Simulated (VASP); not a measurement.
Runs of VASP 6.6.1 on AlAs. The structure is that of space group F-43m (No. 216), or close to it. The cells are those of the table. 

```csv
level,cell,k mesh,smearing,gap on the mesh (eV),pressure (GPa)
PBEsol,"a = 4.312 Å, angles 60.0°, 2 atoms",2 × 2 × 2,methfessel-paxton 0.0680285 eV,(a),-6.8
PBE,"a = 4.013 Å, angles 60.0°, 2 atoms",4 × 4 × 4,gaussian 0.1 eV,1.42,2.4
RPBE,"a = 4.013 Å, angles 60.0°, 2 atoms",4 × 4 × 4,gaussian 0.1 eV,1.51,3.9
PBE,"a = 4.013 Å, angles 60.0°, 2 atoms",3 × 3 × 3,tetrahedron,1.93,3.3
PBE,"a = 4.013 Å, angles 60.0°, 2 atoms",4 × 4 × 4,methfessel-paxton 0.14 eV,1.42,2.4
PBEsol,"a = 4.013 Å, angles 60.0°, 2 atoms",4 × 4 × 4,fermi-dirac 0.1 eV,(c),0.5
PBE+D4,"a = 4.013 Å, angles 60.0°, 2 atoms",2 × 2 × 2,gaussian 0.1 eV,1.28,4.8
PBE,"a = 4.013 Å, angles 60.0°, 2 atoms",4 × 4 × 4,gaussian 0.004 eV,1.42,2.4
PBE,"a = 4.013 Å, angles 60.0°, 2 atoms",4 × 4 × 4,gaussian 0.01 eV,1.42,2.4
PBE+D3(BJ),"a = 3.646 Å, angles 60.0°, 2 atoms",4 × 4 × 4,gaussian 0.01 eV,0.77,38.4
BLYP,"a = 4.013 Å, angles 60.0°, 2 atoms",4 × 4 × 4,gaussian 0.1 eV,(b),5.0
```

Alike in all rows: task single point; potentials or basis VASP PAW PBE potentials, release 64 (Al, As); no spin polarisation; cutoff (eV) 500.

Task: Estimate the missing entries.

Result: (a) 0.27; (b) 1.67; (c) 1.30.

Caveats: all runs use coarse meshes; the PAW data sets were made with another functional, which shifts forces and pressure a little (some runs).

A k mesh can miss the band edges, and the runs leave out spin-orbit coupling on As.
